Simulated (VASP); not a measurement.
# FeNi3: single point with PBE

FeNi3:

```
CELL_PARAMETERS angstrom
3.54345 0.00000 0.00000
0.00000 3.54345 0.00000
0.00000 0.00000 3.54345
ATOMIC_POSITIONS crystal
Fe 0.00000 0.00000 0.00000
Ni 0.00000 0.50000 0.50000
Ni 0.50000 0.00000 0.50000
Ni 0.50000 0.50000 0.00000
```

* Program: VASP 6.6.1
* Task: single point
* Functional: PBE
* Potentials or basis: VASP PAW PBE potentials, release 64 (Fe, Ni)
* Cutoff: 520 eV
* k mesh: 12 × 12 × 12
* Occupations: gaussian, width 0.05 eV
* Spin: no spin polarisation

```yaml
Pressure: -7.9 GPa
Band_gap_on_the_k_mesh: zero (bands 19 and 20 overlap by 1.03 eV)
```

Levels at points of the mesh, in eV from the Fermi level:
| k point | band 16 | band 17 | band 18 | band 19 | band 20 | band 21 | band 22 | band 23 |
| --- | --- | --- | --- | --- | --- | --- | --- | --- |
| (0.00, 0.00, 0.00) | -0.02 | 0.33 | 0.33 | 0.64 | 0.64 | 0.64 | 2.60 | 2.60 |
| (0.50, 0.00, 0.00) | -0.64 | -0.64 | -0.58 | -0.29 | -0.05 | -0.02 | 0.63 | 8.01 |
| (0.50, 0.50, 0.00) | -1.03 | -0.93 | -0.49 | -0.38 | -0.38 | 1.26 | 1.26 | 1.85 |
| (0.50, 0.50, 0.50) | -0.23 | -0.10 | -0.10 | -0.10 | 0.31 | 0.31 | 0.31 | 0.36 |

It took 3.1 min on 1 thread of Intel Xeon 8259CL, with other jobs on the host, peak memory 0.22 GiB.

Caveat: the cell stands under tension; the run has no spin polarisation, though such a crystal can be magnetic. Spin polarisation is off, so any magnetic state and its effect on volume and gap are missing.
